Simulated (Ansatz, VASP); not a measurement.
**One calculation of Au, two programs**

INCAR

```
SYSTEM = Au
ALGO     = Normal         ! electronic algorithm
EDIFF    = 1E-6           ! SCF threshold, eV
ENCUT    = 520            ! plane-wave cutoff, eV
GGA      = CA             ! functional
ISIF     = 2              ! what is computed and relaxed
ISMEAR   = -1             ! smearing method
LASPH    = .True.         ! aspherical terms in the spheres
LCHARG   = .False.        ! write CHGCAR
LREAL    = .False.        ! projectors in reciprocal space
LWAVE    = .False.        ! write WAVECAR
NBANDS   = 12             ! bands
NELM     = 80             ! most SCF steps
PREC     = Accurate       ! precision mode
SIGMA    = 0.05           ! smearing width, eV
```

The input KPOINTS:

```
k-points
0
Gamma
  6 6 6
  0 0 0
```

The input POSCAR:

```
Au
1.0
   -1.6572690000      1.6572690000      1.6572690000
    1.6572690000     -1.6572690000      1.6572690000
    1.6572690000      1.6572690000     -1.6572690000
Au
1
Direct
    0.0000000000      0.0000000000      0.0000000000
```

File input.yaml:

```yaml
crystal:
  lattice:
    - [-1.657269, 1.657269, 1.657269]
    - [1.657269, -1.657269, 1.657269]
    - [1.657269, 1.657269, -1.657269]
  atoms:
    - { symbol: Au, position: [0.0, 0.0, 0.0] }
hamiltonian:
  xc: lda
  pseudopotentials: { kind: paw }
kpoints:
  mp_grid: { grid: [6, 6, 6] }
  band_path:
    path:
      - [[0.0, 0.0, 0.0], [0.5, -0.5, 0.5], [0.0, 0.0, 0.5], [0.0, 0.0, 0.0], [0.25, 0.25, 0.25], [0.5, -0.5, 0.5]]
      - [[0.25, 0.25, 0.25], [0.0, 0.0, 0.5]]
    npoints: 14
scf:
  occupations: { method: fermi_dirac, width: 0.05 }
  n_extra_bands: 6
output:
  forces: true
  stress: true
  eigenvalues: true
  fatbands: true
```

Alike in both runs: functional LDA; k mesh 6 × 6 × 6; occupations fermi-dirac, width 0.05 eV; no spin polarisation.

```csv
,VASP,Ansatz
version,VASP 6.6.1,Ansatz 0.2.0
potentials or method,"VASP PAW LDA potentials, release 64 (Au)",Ansatz PAW
plane-wave cutoff (eV),520,420
valence electrons in the cell,11,19
task,single point,band structure
```

```csv
,VASP,Ansatz,Ansatz less VASP
gap on the k mesh at the Fermi level (eV),none,none,-
pressure (GPa),-13.2,-13.6,-0.39
```

LDA's correlation is that of Perdew and Zunger in VASP and of Perdew and Wang (1992) in Ansatz. A gap of «none» marks a metal or a gap that the smearing closes. VASP's potentials hold 11 valence electrons a cell and Ansatz's 19, so a difference there can come from the potentials and not from the codes.

The k mesh is coarse, so the values compare programs but aren't converged. Neither program's run includes spin-orbit coupling.
